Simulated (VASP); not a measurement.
Here is a VASP 6.6.1 calculation.

Contents of INCAR:

```
ALGO = Normal
EDIFF = 1E-6
ENCUT = 520
GGA = PE
ISIF = 2
ISMEAR = 0
LASPH = T
LCHARG = F
LREAL = F
LWAVE = F
NBANDS = 30
NELM = 100
PREC = Accurate
SIGMA = 0.1
```

KPOINTS

```
k-points
0
Gamma
  10 10 10
```

Contents of POSCAR:

```
Y2C5
1.0
    0.0000000000      3.6937015220      3.6937015220
    3.6937015220      0.0000000000      3.6937015220
    3.6937015220      3.6937015220      0.0000000000
Y C
2 5
Direct
    0.2500000000      0.2500000000      0.2500000000
    0.0000000000      0.0000000000      0.0000000000
    0.8229867539      0.5310397383      0.8229867539
    0.8229867539      0.8229867539      0.8229867539
    0.5310397383      0.8229867539      0.8229867539
    0.8229867539      0.8229867539      0.5310397383
    0.5000000000      0.5000000000      0.5000000000
```

Potentials or basis: VASP PAW PBE potentials, release 64 (Y_sv, C).

The run is started by

```bash
$ cat potpaw_PBE.64/Y_sv/POTCAR potpaw_PBE.64/C/POTCAR > POTCAR
$ mpirun -np 1 vasp_std > vasp.out
```

Task: What does it give for the pressure?

Result: 0.1 GPa.

Task: Estimate the largest force.

Result: 0.163 eV/Å.

Task: What does it give for the band gap on the k mesh?

Result: Zero (band 21 reaches 3.93 eV, above the bottom of band 22 at 3.78 eV).

Forces on the atoms (eV/Å):
```
Y    0.000  0.000  0.000
Y    0.000  0.000  0.000
C   -0.094  0.094 -0.094
C    0.094  0.094  0.094
C    0.094 -0.094 -0.094
C   -0.094 -0.094  0.094
C    0.000  0.000  0.000
```
